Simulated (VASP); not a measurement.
Write the native input for VASP 6.6.1 that does the following.

* Task: single point
* Functional: PBE
* Potentials or basis: VASP PAW PBE potentials, release 64 (Mg, B)
* Cutoff: 600 eV
* k mesh: 12 × 12 × 2
* Occupations: gaussian, width 0.2 eV
* Spin: no spin polarisation
* Dipole correction: no
* Further INCAR settings: ALGO = Normal; EDIFF = 1e-06; NBANDS = 20

The structure of MgB lies in POSCAR:

```
MgB
1.0
    3.0620423845      0.0000000000      0.0000000000
   -1.5310211923      2.6518064924      0.0000000000
    0.0000000000      0.0000000000     13.5672536585
Mg B
4 4
Direct
    0.3333333333      0.6666666667      0.3464634114
    0.3333333333      0.6666666667      0.8464634114
    0.6666666667      0.3333333333      0.1535365886
    0.6666666667      0.3333333333      0.6535365886
    0.6666666667      0.3333333333      0.4888935204
    0.6666666667      0.3333333333      0.9888935204
    0.3333333333      0.6666666667      0.0111064796
    0.3333333333      0.6666666667      0.5111064796
```

The input as run:

INCAR

```
ALGO = Normal
EDIFF = 1E-6
ENCUT = 600
GGA = PE
GGA_COMPAT = False
ISIF = 2
ISMEAR = 0
LASPH = True
LCHARG = False
LREAL = False
LWAVE = False
NBANDS = 20
NELM = 120
PREC = Accurate
SIGMA = 0.2
```

KPOINTS

```
k-points
0
Gamma
  12 12 2
```

Potentials or basis: VASP PAW PBE potentials, release 64 (Mg, B).

Command:

```sh
$ cat potpaw_PBE.64/Mg/POTCAR potpaw_PBE.64/B/POTCAR > POTCAR
$ mpirun -np 1 vasp_std > vasp.out
```

Results of the run:

```json
{"Pressure": "-0.1 GPa", "Largest force": "0.004 eV/Å", "Band gap on the k mesh": "zero (band 10 reaches 4.92 eV, above the bottom of band 11 at 3.09 eV)"}
```

Run time: 87 s on 1 thread of AMD EPYC 9R45 (Zen 5), with other jobs on the host, peak memory 0.24 GiB.
